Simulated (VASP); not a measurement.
# W (Im-3m) in VASP: further runs, part 2 of 2

VASP 6.6.1.

## (3) Relaxation of cell and atoms, RPBE+D4

Contents of INCAR:

```
SYSTEM = W
ALGO = Normal
EDIFF = 1E-7
EDIFFG = -0.01
ENCUT = 600
GGA = RP
IBRION = 2
ISIF = 3
ISMEAR = -1
IVDW = 13
LASPH = .TRUE.
LCHARG = .FALSE.
LREAL = .FALSE.
LWAVE = .FALSE.
NELM = 80
NSW = 60
PREC = Accurate
SIGMA = 0.05
```

Contents of KPOINTS:

```
k-points
0
G
  12 12 12
  0 0 0
```

Contents of POSCAR:

```
W
1.0
   -1.5823450000      1.5823450000      1.5823450000
    1.5823450000     -1.5823450000      1.5823450000
    1.5823450000      1.5823450000     -1.5823450000
W
1
Direct
    0.0000000000      0.0000000000      0.0000000000
```

Potentials or basis: VASP PAW PBE potentials, release 64 (W_sv).

Launch:

```sh
> cat potpaw_PBE.64/W_sv/POTCAR > POTCAR
> mpirun -np 1 vasp_std > vasp.out
```

OUTCAR:

```text
SYSTEM = W
   EDIFF = 1E-7
   EDIFFG = -0.01
   ENCUT = 600
   GGA = RP
   IBRION = 2
   ISIF = 3
   ISMEAR = -1
   IVDW = 13
   LASPH = .TRUE.
   LREAL = .FALSE.
   NELM = 80
   NSW = 60
   PREC = Accurate

 ion  position               nearest neighbor table
   1  0.000  0.000  0.000-

  LATTYP: Found a body centered cubic cell.
 ALAT       =     3.1646900000

  Lattice vectors:

 A1 = (  -1.5823450000,   1.5823450000,   1.5823450000)
 A2 = (   1.5823450000,  -1.5823450000,   1.5823450000)
 A3 = (   1.5823450000,   1.5823450000,  -1.5823450000)

Analysis of symmetry for initial positions (statically):
=====================================================================
 Subroutine PRICEL returns:
 Original cell was already a primitive cell.

 Routine SETGRP: Setting up the symmetry group for a
 body centered cubic supercell.

 Subroutine GETGRP returns: Found 48 space group operations
[... 247 lines left out ...]
  ---------------------------------------------------
  free energy    TOTEN  =       -12.38460288 eV

  energy without entropy =      -12.37991859  energy(sigma->0) =      -12.38226074

 E-fermi :  11.5176     XC(G=0): -13.6207

 val. band max:       11.4855901976   @ k =  -0.2500   0.3333   0.1667
 cond. band min:      11.5388899892   @ k =  -0.1667   0.1667   0.0833
 fundamental gap:      0.0532997917
 Fermi energy:        11.5176188922

 k-point     1 :       0.0000    0.0000    0.0000
  band No.  band energies     occupation
      1     -62.5993      2.00000
      2     -26.1494      2.00000
      3     -26.1494      2.00000
      4     -26.1494      2.00000
      5       1.9401      2.00000
      6      10.3755      2.00000
      7      10.3755      2.00000
      8      10.3755      2.00000
      9      13.9026      0.00000
     10      13.9026      0.00000
     11      26.1074      0.00000
[... 309 lines left out ...]
 k-point    24 :       0.4167    0.0833    0.0833
  band No.  band energies     occupation
      1     -62.4597      2.00000
      2     -27.3706      2.00000
      3     -26.6344      2.00000
      4     -26.2449      2.00000
      5       5.9673      2.00000
      6       7.9739      2.00000
      7      11.3220      1.96078
      8      14.0477      0.00000
      9      14.8281      0.00000
     10      19.0793      0.00000
     11      21.6387      0.00000

 [... further k-points ...]

------------------------ aborting loop because EDIFF is reached ----------------------------------------

  DFT-D4 for vdW energy calculation

  Edisp (eV):   -1.22332
[... 24 lines left out ...]
  FREE ENERGIE OF THE ION-ELECTRON SYSTEM (eV)
  ---------------------------------------------------
  free  energy   TOTEN  =       -13.6079235593 eV

  energy  without entropy=      -13.6032392739  energy(sigma->0) =      -13.60558142

 reached required accuracy - stopping structural energy minimisation
```

CONTCAR:

```text
W
   1.00000000000000
    -1.5795542830180715    1.5795542830180715    1.5795542830180715
     1.5795542830180715   -1.5795542830180715    1.5795542830180715
     1.5795542830180715    1.5795542830180715   -1.5795542830180715
  W
     1
Direct
     0.0000000000000000    0.0000000000000000    0.0000000000000000

  0.00000000E+00  0.00000000E+00  0.00000000E+00
```

Wall time 12 s (1 thread of Intel Xeon 6975P-C (Granite Rapids), shared host); peak memory 0.15 GiB.

Results:

| Quantity | Value |
| --- | --- |
| Free energy | -13.6079 eV |
| Relaxed volume | 15.76 Å³/atom |
| Relaxed cell | a = 2.736 Å, b = 2.736 Å, c = 2.736 Å, α = 109.47°, β = 109.47°, γ = 109.47° |
| Space group after relaxing (to 0.05 Å) | Im-3m (No. 229) |
| Energy gained by relaxing | 0.4 meV/atom |
| Ionic steps | 3 |
| Pressure after relaxing | 0.0 GPa |
| Band gap on the k mesh | zero (band 7 reaches 16.81 eV, above the bottom of band 8 at 10.38 eV) |
| Dispersion energy per atom | -1.223 eV |

Step by step:
```csv
step,energy change (eV),largest force (eV/Å),pressure (GPa),volume (Å³)
1,0.0000,0.0000,-1.69,15.85
2,0.0053,0.0000,6.24,15.47
3,-0.0004,0.0000,-0.04,15.76
```

Final structure:
```xyz
1
Lattice="-1.5796 1.5796 1.5796 1.5796 -1.5796 1.5796 1.5796 1.5796 -1.5796" Properties=species:S:1:pos:R:3 pbc="T T T"
W     0.0000    0.0000    0.0000
```

Levels at points of the mesh, in eV from the Fermi level:
| k point | band 3 | band 4 | band 5 | band 6 | band 7 | band 8 | band 9 | band 10 | band 11 |
| --- | --- | --- | --- | --- | --- | --- | --- | --- | --- |
| (0.00, 0.00, 0.00) | -37.67 | -37.67 | -9.58 | -1.14 | -1.14 | -1.14 | 2.38 | 2.38 | 14.59 |
| (0.50, 0.00, 0.00) | -38.09 | -37.67 | -6.22 | -3.50 | 0.76 | 2.28 | 3.27 | 6.29 | 11.28 |
| (0.50, 0.50, 0.50) | -38.58 | -38.58 | -5.78 | -5.78 | 5.30 | 5.30 | 5.30 | 8.36 | 8.36 |

Caveat: the PAW data sets were made with another functional, which shifts forces and pressure a little; spin-orbit coupling is left out, which moves the levels of the heavy elements; pairwise dispersion overbinds metals, which lowers pressure and volume.

## (4) Single point, LDA

This run uses another cell than the first one, of 14.90 Å³/atom, 0.940 times its volume.

Contents of INCAR:

```
ALGO = Normal
EDIFF = 1E-7
ENCUT = 520
ISIF = 2
ISMEAR = -1
LASPH = T
LCHARG = F
LREAL = F
LWAVE = F
NBANDS = 13
NELM = 100
PREC = Accurate
SIGMA = 0.05
```

Contents of KPOINTS:

```
k-points
0
Gamma
  12 12 12
```

Contents of POSCAR:

```
W
1.0
   -1.5500431812      1.5500431812      1.5500431812
    1.5500431812     -1.5500431812      1.5500431812
    1.5500431812      1.5500431812     -1.5500431812
W
1
Direct
    0.0000000000      0.0000000000      0.0000000000
```

Potentials or basis: VASP PAW LDA potentials, release 64 (W_sv).

Launch:

```sh
> cat potpaw_LDA.64/W_sv/POTCAR > POTCAR
> mpirun -np 1 vasp_std > vasp.out
```

Run time: 15 s. Hardware: 1 thread of Intel Xeon Platinum 8259CL at 2.50GHz (Skylake/Cascade Lake), shared host; peak memory 0.13 GiB.

Results (log left out):

```yaml
Free_energy: -14.0827 eV
Pressure: 13.7 GPa
Band_gap_on_the_k_mesh: zero (band 7 reaches 17.88 eV, above the bottom of band 8 at 10.89 eV)
```

Levels at points of the mesh, in eV from the Fermi level:
```tsv
k point	band 5	band 6	band 7	band 8	band 9	band 10
(0.00, 0.00, 0.00)	-9.90	-1.38	-1.38	-1.38	2.32	2.32
(0.50, 0.00, 0.00)	-6.69	-3.91	1.06	2.27	3.31	6.71
(0.50, 0.50, 0.50)	-6.39	-6.39	5.61	5.61	5.61	8.86
```

Caveat: spin-orbit coupling is left out, which moves the levels of the heavy elements.

## (5) Single point, PBE+D4

This run uses another cell than the first one, of 15.53 Å³/atom, 0.980 times its volume.

Contents of INCAR:

```
ALGO = Fast
EDIFF = 1E-6
ENCUT = 520
GGA = PE
ISIF = 2
ISMEAR = -1
IVDW = 13
LASPH = T
LCHARG = F
LREAL = F
LWAVE = F
NBANDS = 13
NELM = 100
PREC = Accurate
SIGMA = 0.05
```

KPOINTS is that of step 4.

Contents of POSCAR:

```
W
1.0
   -1.5717249149      1.5717249149      1.5717249149
    1.5717249149     -1.5717249149      1.5717249149
    1.5717249149      1.5717249149     -1.5717249149
W
1
Direct
    0.0000000000      0.0000000000      0.0000000000
```

Potentials or basis: VASP PAW PBE potentials, release 64 (W_sv).

Launch:

```sh
> cat potpaw_PBE.64/W_sv/POTCAR > POTCAR
> mpirun -np 1 vasp_std > vasp.out
```

Wall time 22 s (1 thread of Intel Xeon Platinum 8259CL at 2.50GHz (Skylake/Cascade Lake), shared host); peak memory 0.13 GiB.

The run converged. Its results:

| Item | Value |
| --- | --- |
| Free energy | -13.6670 eV |
| Pressure | 6.1 GPa |
| Band gap on the k mesh | zero (band 7 reaches 17.06 eV, above the bottom of band 8 at 10.48 eV) |
| Dispersion energy per atom | -0.736 eV |

Levels at points of the mesh, in eV from the Fermi level:
```csv
k point,band 3,band 4,band 5,band 6,band 7,band 8,band 9,band 10,band 11,band 12
"(0.00, 0.00, 0.00)",-37.62,-37.62,-9.68,-1.19,-1.19,-1.19,2.38,2.38,14.63,14.63
"(0.50, 0.00, 0.00)",-38.06,-37.62,-6.34,-3.60,0.82,2.29,3.29,6.41,11.49,11.61
"(0.50, 0.50, 0.50)",-38.58,-38.58,-5.93,-5.93,5.39,5.39,5.39,8.49,8.49,8.49
```

Caveat: spin-orbit coupling is left out, which moves the levels of the heavy elements; pairwise dispersion overbinds metals, which lowers pressure and volume.

## (6) Overview

| task | level | potentials or basis | cell | cutoff (eV) | gap on the mesh (eV) | pressure (GPa) | relaxed volume (Å³/atom) |
| --- | --- | --- | --- | --- | --- | --- | --- |
| relaxation of cell and atoms | RPBE+D3(BJ) | VASP PAW PBE potentials, release 64 (W_sv) | relaxed from a = 2.741 Å, angles 109.5°, 1 atom | 600 | none | 0.0 | 14.11 |
| relaxation of cell and atoms | RPBE+D4 | VASP PAW PBE potentials, release 64 (W_sv) | relaxed from a = 2.741 Å, angles 109.5°, 1 atom | 600 | none | 0.0 | 15.76 |
| single point | LDA | VASP PAW LDA potentials, release 64 (W_sv) | a = 2.685 Å, angles 109.5°, 1 atom | 520 | none | 13.7 | - |
| single point | PBE+D4 | VASP PAW PBE potentials, release 64 (W_sv) | a = 2.722 Å, angles 109.5°, 1 atom | 520 | none | 6.1 | - |

Alike in all rows: no spin polarisation; k mesh 12 × 12 × 12; smearing fermi-dirac 0.05 eV.

Caveats: spin-orbit coupling is left out, which moves the levels of the heavy elements; pairwise dispersion overbinds metals, which lowers pressure and volume (some runs); the PAW data sets were made with another functional, which shifts forces and pressure a little (some runs); the volume moved by -11 % from the deposited cell, more than functionals usually miss (some runs).

Absolute energies hang on the potentials; compare differences alone.
